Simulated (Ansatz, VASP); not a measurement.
**MoH2: VASP beside Ansatz**

```
H Mo
1.0
     2.82474    0.00000    0.00000
    -1.41237    2.44630    0.00000
     0.00000    0.00000    2.99168
H Mo
2 1
Direct
  0.33333 0.66667 0.50000
  0.66667 0.33333 0.50000
  0.00000 0.00000 0.00000
```

Change from the starting cell: species swapped into the ScB2 type (P6/mmm, No. 191).

Alike in both runs: functional PBE; k mesh 18 × 18 × 16; occupations gaussian, width 0.1 eV; no spin polarisation.

Ansatz relaxed the structure, and its values are those at the end. VASP's run is a single point on that final structure, the one shown.

|  | VASP | Ansatz |
| --- | --- | --- |
| version | VASP 6.6.1 | Ansatz 0.2.0 |
| potentials or method | VASP PAW PBE potentials, release 64 (H, Mo_sv), cutoff 520 eV | scalar-relativistic, plane waves, PAW |
| valence electrons in the cell | 16 | 16 |

|  | VASP | Ansatz | Ansatz less VASP |
| --- | --- | --- | --- |
| gap on the k mesh at the Fermi level (eV) | none | none | - |
| pressure (GPa) | 0.2 | 0.0 | -0.18 |

A gap of «none» marks a metal or a gap that the smearing closes.
